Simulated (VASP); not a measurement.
# KCl in VASP: further runs

Runs on KCl. Level: PBEsol. Tasks: single point.

Program: VASP 6.6.1. These are calculated values, not measurements. Logs are shortened: lines on timing, memory, paths and dates and some standing lists are left out, and cuts for length are marked.

**1. The cell of the first run**

It takes space group Fm-3m (No. 225, cubic). The conventional cell has a = 5.807 Å, b = 5.807 Å, c = 5.807 Å, α = 90.00°, β = 90.00°, γ = 90.00°. K (site symmetry m-3m) has 6 Cl at 2.90 Å within 3.8 Å. Within 3.8 Å of Cl (site symmetry m-3m) lie 6 K at 2.90 Å.

**2. Single point, PBEsol (strain -0.080 along x and y, -0.080 along z)**

File INCAR:

```
PREC = Accurate ; ENCUT = 520
EDIFF = 1E-6 ; ISMEAR = 0
SIGMA = 0.05 ; LREAL = F
LASPH = T ; NELM = 60
ALGO = Normal ; ISIF = 2
LWAVE = F ; LCHARG = T
GGA = PS ; LELF = T
LVHAR = T ; NBANDS = 15
```

File KPOINTS:

```
regular mesh
0
Gamma
  6 6 6
```

File POSCAR:

```
KCl
1.0
    0.0000000000      2.9036120000      2.9036120000
    2.9036120000      0.0000000000      2.9036120000
    2.9036120000      2.9036120000      0.0000000000
K Cl
1 1
Direct
    0.0000000000      0.0000000000      0.0000000000
    0.5000000000      0.5000000000      0.5000000000
```

Potentials or basis: VASP PAW PBE potentials, release 64 (K_sv, Cl).

Started as:

```
$ cat potpaw_PBE.64/K_sv/POTCAR potpaw_PBE.64/Cl/POTCAR > POTCAR
$ mpirun -np 1 vasp_std > vasp.out
```

OUTCAR:

```text
PREC = Accurate
   ENCUT = 520
   EDIFF = 1E-6
   ISMEAR = 0
   LREAL = F
   LASPH = T
   NELM = 60
   ISIF = 2
   GGA = PS

 ion  position               nearest neighbor table
   1  0.000  0.000  0.000-   2 2.90   2 2.90   2 2.90   2 2.90   2 2.90   2 2.90
   2  0.500  0.500  0.500-   1 2.90   1 2.90   1 2.90   1 2.90   1 2.90   1 2.90

  LATTYP: Found a face centered cubic cell.
 ALAT       =     5.8072240000

  Lattice vectors:

 A1 = (   0.0000000000,   2.9036120000,   2.9036120000)
 A2 = (   2.9036120000,   0.0000000000,   2.9036120000)
 A3 = (   2.9036120000,   2.9036120000,   0.0000000000)

Analysis of symmetry for initial positions (statically):
=====================================================================
 Subroutine PRICEL returns:
 Original cell was already a primitive cell.

 Routine SETGRP: Setting up the symmetry group for a
 face centered cubic supercell.

 Subroutine GETGRP returns: Found 48 space group operations
 (whereof 48 operations were pure point group operations)
 out of a pool of 48 trial point group operations.

The static configuration has the point symmetry O_h .

Analysis of symmetry for dynamics (positions and initial velocities):
=====================================================================
 Subroutine PRICEL returns:
 Original cell was already a primitive cell.

 Routine SETGRP: Setting up the symmetry group for a
 face centered cubic supercell.

 Subroutine GETGRP returns: Found 48 space group operations
 (whereof 48 operations were pure point group operations)
 out of a pool of 48 trial point group operations.

The dynamic configuration has the point symmetry O_h .

 Subroutine INISYM returns: Found 48 space group operations
 (whereof 48 operations are pure point group operations),
 and found     1 'primitive' translations

----------------------------------------------------------------------------------------

                                     Primitive cell

  volume of cell :      48.9605

  direct lattice vectors                    reciprocal lattice vectors
     0.000000000  2.903612000  2.903612000    -0.172199316  0.172199316  0.172199316
     2.903612000  0.000000000  2.903612000     0.172199316 -0.172199316  0.172199316
     2.903612000  2.903612000  0.000000000     0.172199316  0.172199316 -0.172199316

  length of vectors
     4.106327470  4.106327470  4.106327470     0.298257964  0.298257964  0.298257964

  position of ions in fractional coordinates (direct lattice)
     0.000000000  0.000000000  0.000000000
     0.500000000  0.500000000  0.500000000

[... 78 lines left out ...]
   NELECT =      16.0000    total number of electrons
   NUPDOWN=      -1.0000    fix difference up-down
   EMIN   =  10.00;   EMAX   =-10.00  energy-range for DOS
   EFERMI =   0.00;   METHOD = LEGACY
   ISMEAR =     0;   SIGMA  =   0.05  broadening in eV -4-tet -1-fermi 0-gaus
   EFERMI_NEDOS =   21; number of points for ismear=-14 and -15
   IALGO  =     38    algorithm
   IMIX   =      4    mixing-type and parameters
     AMIX     =   0.40;   BMIX     =  1.00
     AMIX_MAG =   1.60;   BMIX_MAG =  1.00
  volume/ion in A,a.u.               =      24.48       165.20
  Fermi-wavevector in a.u.,A,eV,Ry     =   1.127629  2.130910 17.300450  1.271547
  Thomas-Fermi vector in A             =   2.264316
   LORBIT       =      0    0 simple, 1 ext, 2 COOP (PROOUT), +10 PAW based schemes
   GGA     = PS    functional components
   LHFCALC =     F    Hartree Fock is set to
   AEXX    =    0.0000 exact exchange contribution
   IVDW    =     0    specifies the selected vdW correction
   LEPSILON=     F    determine dielectric tensor
   LRPA    =     F    only Hartree local field effects (RPA)
 non-spin polarized calculation
 Gauss-broadening in eV      SIGMA  =   0.05
  energy-cutoff  :      520.00
  volume of cell :       48.96
 maximum number of plane-waves:      1363
 NGX is ok and might be reduce to    32
   NGX = 15   NGY = 15   NGZ = 15

 number of electron      16.0000002 magnetization

 Free energy of the ion-electron system (eV)
  ---------------------------------------------------
  ext. energy  EPLUGINS =         0.00000000
  ---------------------------------------------------
  free energy    TOTEN  =        -6.80608886 eV

  energy without entropy =       -6.80608886  energy(sigma->0) =       -6.80608886

 E-fermi :  -0.5309     XC(G=0):  -8.8092

 val. band max:       -0.7520180448   @ k =   0.0000   0.0000   0.0000
 cond. band min:       5.1594271859   @ k =   0.0000   0.0000   0.0000
 fundamental gap:      5.9114452306
 Fermi energy:        -0.5309378502

 k-point     1 :       0.0000    0.0000    0.0000
  band No.  band energies     occupation
      1     -27.3140      2.00000
      2     -13.1895      2.00000
      3     -10.8395      2.00000
      4     -10.8395      2.00000
      5     -10.8395      2.00000
      6      -0.7520      2.00000
      7      -0.7520      2.00000
      8      -0.7520      2.00000
      9       5.1594      0.00000
     10       7.5032      0.00000
     11       7.5032      0.00000
     12       7.5032      0.00000
     13       8.5544      0.00000
     14       8.5544      0.00000
[... 257 lines left out ...]
      2     -13.1592      2.00000
      3     -11.1577      2.00000
      4     -11.0419      2.00000
      5     -10.7402      2.00000
      6      -1.4651      2.00000
      7      -1.4175      2.00000
      8      -1.2066      2.00000
      9       6.2693      0.00000
     10       8.6704      0.00000
     11       9.3370      0.00000
     12      10.3329      0.00000
     13      10.9966      0.00000
     14      11.8557      0.00000
     15      12.8871      0.00000

------------------------ aborting loop because EDIFF is reached ----------------------------------------

  FORCE on cell =-STRESS in cart. coord.  units (eV):
  Direction    XX          YY          ZZ          XY          YZ          ZX
  --------------------------------------------------------------------------------------
  -------------------------------------------------------------------------------------
  Total        2.1528365      2.1528365      2.1528365      0.0000000     -0.0000000      0.0000000
  in kB       70.4491700     70.4491700     70.4491700      0.0000000     -0.0000000      0.0000000
  external PRESSURE =      70.4491700 kB  Pullay stress =       0.0000000 kB

 VOLUME and BASIS-vectors are now :
 -----------------------------------------------------------------------------
  energy-cutoff  :      520.00
  volume of cell :       48.96
      direct lattice vectors                 reciprocal lattice vectors
     0.000000000  2.903612000  2.903612000    -0.172199316  0.172199316  0.172199316
     2.903612000  0.000000000  2.903612000     0.172199316 -0.172199316  0.172199316
     2.903612000  2.903612000  0.000000000     0.172199316  0.172199316 -0.172199316

 POSITION                                       TOTAL-FORCE (eV/Angst)
 -----------------------------------------------------------------------------------
      0.00000      0.00000      0.00000        -0.000000     -0.000000     -0.000000
      2.90361      2.90361      2.90361         0.000000      0.000000      0.000000
 -----------------------------------------------------------------------------------
    total drift:                                0.000000     -0.000000     -0.000000

  FREE ENERGIE OF THE ION-ELECTRON SYSTEM (eV)
  ---------------------------------------------------
  free  energy   TOTEN  =        -6.8060888562 eV

  energy  without entropy=       -6.8060888562  energy(sigma->0) =       -6.80608886
```

stdout:

```text
POSCAR found type information on POSCAR K Cl
 POSCAR found :  2 types and       2 ions
 scaLAPACK will be used
 -----------------------------------------------------------------------------
|                                                                             |
|                                                                             |
|     You enforced a specific xc type in the INCAR file but a different       |
|     I HOPE YOU KNOW WHAT YOU ARE DOING!                                     |
|                                                                             |
 -----------------------------------------------------------------------------

 LDA part: xc-table for (Slater+PW92), standard interpolation
 POSCAR, INCAR and KPOINTS ok, starting setup
 FFT: planning ... GRIDC
 FFT: planning ... GRID_SOFT
 FFT: planning ... GRID
 WAVECAR not read
 entering main loop
```

Run time: 5.1 s. Hardware: 1 thread of Intel Xeon 6975P-C (Granite Rapids), shared host; peak memory 0.17 GiB.

What came out:

```yaml
Free_energy: -6.8061 eV
Pressure: 7.0 GPa
Band_gap_on_the_k_mesh: 5.91 eV, direct
```

Levels at points of the mesh, in eV from the valence-band top:
```tsv
k point	band 6	band 7	band 8	band 9	band 10	band 11
(0.00, 0.00, 0.00)	0.00	0.00	0.00	5.91	8.26	8.26
(0.50, 0.00, 0.00)	-1.60	-0.60	-0.60	8.06	9.36	11.20
(0.50, 0.50, 0.00)	-0.80	-0.26	-0.26	6.00	9.36	10.55
```

Caveat: the cell differs from its parent crystal (strain -0.080 along x and y, -0.080 along z); the PAW data sets were made with another functional, which shifts forces and pressure a little.

**3. Single point, PBEsol (strain -0.040 along x and y, -0.040 along z)**

File INCAR:

```
SYSTEM = KCl
ALGO = Normal
EDIFF = 1E-6
ENCUT = 520
GGA = PS
ISIF = 2
ISMEAR = 0
LASPH = .TRUE.
LCHARG = .FALSE.
LREAL = .FALSE.
LWAVE = .FALSE.
NBANDS = 15
NELM = 60
PREC = Accurate
SIGMA = 0.05
```

File KPOINTS:

```
k-points
0
G
  6 6 6
  0 0 0
```

File POSCAR:

```
KCl
1.0
    0.0000000000      3.0298560000      3.0298560000
    3.0298560000      0.0000000000      3.0298560000
    3.0298560000      3.0298560000      0.0000000000
K Cl
1 1
Direct
    0.0000000000      0.0000000000      0.0000000000
    0.5000000000      0.5000000000      0.5000000000
```

Potentials or basis: VASP PAW PBE potentials, release 64 (K_sv, Cl).

Started as:

```
$ cat potpaw_PBE.64/K_sv/POTCAR potpaw_PBE.64/Cl/POTCAR > POTCAR
$ mpirun -np 1 vasp_std > vasp.out
```

It took 5.4 s on 1 thread of Intel Xeon 6975P-C (Granite Rapids), shared host; peak memory 0.17 GiB.

The run converged. Its results:

* Free energy: -6.9888 eV
* Pressure: 2.2 GPa
* Band gap on the k mesh: 5.41 eV, direct

Levels at points of the mesh, in eV from the valence-band top:
| k point | band 4 | band 5 | band 6 | band 7 | band 8 | band 9 | band 10 | band 11 | band 12 | band 13 |
| --- | --- | --- | --- | --- | --- | --- | --- | --- | --- | --- |
| (0.00, 0.00, 0.00) | -10.32 | -10.32 | 0.00 | 0.00 | 0.00 | 5.41 | 8.31 | 8.31 | 8.31 | 9.27 |
| (0.50, 0.00, 0.00) | -10.33 | -10.00 | -1.31 | -0.44 | -0.44 | 7.73 | 8.91 | 10.83 | 10.83 | 11.69 |
| (0.50, 0.50, 0.00) | -10.41 | -10.41 | -0.75 | -0.25 | -0.25 | 6.25 | 8.74 | 10.38 | 10.57 | 11.03 |

Caveat: the cell differs from its parent crystal (strain -0.040 along x and y, -0.040 along z); the PAW data sets were made with another functional, which shifts forces and pressure a little.

**4. Single point, PBEsol (strain +0.040 along x and y, +0.040 along z)**

File INCAR:

```
PREC = Accurate
ENCUT = 520
EDIFF = 1E-6
ISMEAR = 0
SIGMA = 0.05
LREAL = F
LASPH = T
NELM = 60
ALGO = Normal
ISIF = 2
LWAVE = F
LCHARG = F
GGA = PS
NBANDS = 15
```

File KPOINTS:

```
regular mesh
0
Gamma
  6 6 6
```

File POSCAR:

```
KCl
1.0
    0.0000000000      3.2823440000      3.2823440000
    3.2823440000      0.0000000000      3.2823440000
    3.2823440000      3.2823440000      0.0000000000
K Cl
1 1
Direct
    0.0000000000      0.0000000000      0.0000000000
    0.5000000000      0.5000000000      0.5000000000
```

Started as:

```
$ cat potpaw_PBE.64/K_sv/POTCAR potpaw_PBE.64/Cl/POTCAR > POTCAR
$ mpirun -np 1 vasp_std > vasp.out
```

It took 7.5 s on 1 thread of Intel Xeon 6975P-C (Granite Rapids), shared host; peak memory 0.2 GiB.

Results (log left out):

- Free energy: -6.9587 eV
- Pressure: -1.9 GPa
- Band gap on the k mesh: 4.65 eV, direct

Levels at points of the mesh, in eV from the valence-band top:
```tsv
k point	band 4	band 5	band 6	band 7	band 8	band 9	band 10	band 11	band 12	band 13
(0.00, 0.00, 0.00)	-10.90	-10.90	0.00	0.00	0.00	4.65	8.22	8.22	8.22	9.03
(0.50, 0.00, 0.00)	-10.90	-10.71	-0.88	-0.24	-0.24	7.08	7.99	10.06	10.06	10.85
(0.50, 0.50, 0.00)	-10.93	-10.93	-0.58	-0.20	-0.20	6.49	7.69	9.21	9.92	10.06
```

Caveat: the cell differs from its parent crystal (strain +0.040 along x and y, +0.040 along z); the PAW data sets were made with another functional, which shifts forces and pressure a little.

**5. Single point, PBEsol (strain +0.080 along x and y, +0.080 along z)**

File INCAR:

```
  PREC = Accurate
  ENCUT = 520
  EDIFF = 1E-6
  ISMEAR = 0
  SIGMA = 0.05
  LREAL = False
  LASPH = True
  NELM = 60
  ALGO = Normal
  ISIF = 2
  LWAVE = False
  LCHARG = False
  GGA = PS
  NBANDS = 15
```

File KPOINTS:

```
Automatic mesh
0
Gamma
  6 6 6
```

File POSCAR:

```
KCl
1.0
    0.0000000000      3.4085880000      3.4085880000
    3.4085880000      0.0000000000      3.4085880000
    3.4085880000      3.4085880000      0.0000000000
K Cl
1 1
Direct
    0.0000000000      0.0000000000      0.0000000000
    0.5000000000      0.5000000000      0.5000000000
```

Started as:

```
$ cat potpaw_PBE.64/K_sv/POTCAR potpaw_PBE.64/Cl/POTCAR > POTCAR
$ mpirun -np 1 vasp_std > vasp.out
```

It took 7.9 s on 1 thread of Intel Xeon 6975P-C (Granite Rapids), shared host; peak memory 0.2 GiB.

It converged, with:

```
Free energy            : -6.8401 eV
Pressure               : -2.5 GPa
Band gap on the k mesh : 4.37 eV, direct
```

Levels at points of the mesh, in eV from the valence-band top:
```csv
k point,band 4,band 5,band 6,band 7,band 8,band 9,band 10,band 11,band 12,band 13
"(0.00, 0.00, 0.00)",-11.22,-11.22,0.00,0.00,0.00,4.37,8.10,8.10,8.10,8.85
"(0.50, 0.00, 0.00)",-11.22,-11.05,-0.72,-0.18,-0.18,6.77,7.54,9.68,9.68,10.44
"(0.50, 0.50, 0.00)",-11.24,-11.24,-0.50,-0.17,-0.17,6.52,7.24,8.64,9.60,9.65
```

Caveat: the cell differs from its parent crystal (strain +0.080 along x and y, +0.080 along z); the PAW data sets were made with another functional, which shifts forces and pressure a little.

**6. Single point, PBEsol (strain -0.080 along x and y, -0.040 along z)**

File INCAR:

```
PREC = Accurate
ENCUT = 520
EDIFF = 1E-6
ISMEAR = 0
SIGMA = 0.05
LREAL = F
LASPH = T
NELM = 80
ALGO = Normal
ISIF = 2
LWAVE = F
LCHARG = T
GGA = PS
LELF = T
LVHAR = T
NBANDS = 15
```

File KPOINTS:

```
regular mesh
0
Gamma
  6 6 6
```

File POSCAR:

```
KCl
1.0
    0.0000000000      2.9036120000      3.0298560000
    2.9036120000      0.0000000000      3.0298560000
    2.9036120000      2.9036120000      0.0000000000
K Cl
1 1
Direct
    0.0000000000      0.0000000000      0.0000000000
    0.5000000000      0.5000000000      0.5000000000
```

Potentials or basis: VASP PAW PBE potentials, release 64 (K_sv, Cl).

Started as:

```
$ cat potpaw_PBE.64/K_sv/POTCAR potpaw_PBE.64/Cl/POTCAR > POTCAR
$ mpirun -np 1 vasp_std > vasp.out
```

Wall time 7.7 s (1 thread of Intel Xeon 6975P-C (Granite Rapids), shared host); peak memory 0.17 GiB.

Results (log left out):

```yaml
Free_energy: -6.8708 eV
Pressure: 5.3 GPa
Band_gap_on_the_k_mesh: 5.68 eV, direct
```

Stress tensor (GPa, compression positive):
```
6.47 0.00 0.00
0.00 6.47 0.00
0.00 0.00 2.89
```

Levels at points of the mesh, in eV from the valence-band top:
| k point | band 5 | band 6 | band 7 | band 8 | band 9 | band 10 | band 11 | band 12 |
| --- | --- | --- | --- | --- | --- | --- | --- | --- |
| (0.00, 0.00, 0.00) | -10.17 | -0.08 | 0.00 | 0.00 | 5.68 | 8.04 | 8.37 | 8.37 |
| (0.50, 0.00, 0.00) | -9.76 | -1.53 | -0.58 | -0.57 | 7.92 | 9.17 | 11.04 | 11.07 |
| (0.50, 0.50, 0.00) | -10.30 | -0.90 | -0.23 | -0.23 | 6.10 | 9.12 | 10.39 | 10.91 |
| (0.50, 0.00, 0.50) | -10.28 | -0.77 | -0.34 | -0.28 | 6.05 | 9.10 | 10.55 | 11.13 |

Caveat: the cell differs from its parent crystal (strain -0.080 along x and y, -0.040 along z); the PAW data sets were made with another functional, which shifts forces and pressure a little. A k mesh can miss the band edges.

**7. The runs side by side**

```csv
cell,gap on the mesh (eV),pressure (GPa)
"a = 4.106 Å, angles 60.0°, 2 atoms",5.91,7.0
"a = 4.285 Å, angles 60.0°, 2 atoms",5.41,2.2
"a = 4.642 Å, angles 60.0°, 2 atoms",4.65,-1.9
"a = 4.820 Å, angles 60.0°, 2 atoms",4.37,-2.5
"a = 4.197, b = 4.197, c = 4.106 Å, angles 60.7, 60.7, 58.6°, 2 atoms",5.68,5.3
```

Alike in all rows: task single point; level PBEsol; potentials or basis VASP PAW PBE potentials, release 64 (K_sv, Cl); no spin polarisation; k mesh 6 × 6 × 6; cutoff (eV) 520; smearing gaussian 0.05 eV.

Caveats: the PAW data sets were made with another functional, which shifts forces and pressure a little.

Absolute energies hang on the potentials; compare differences alone.
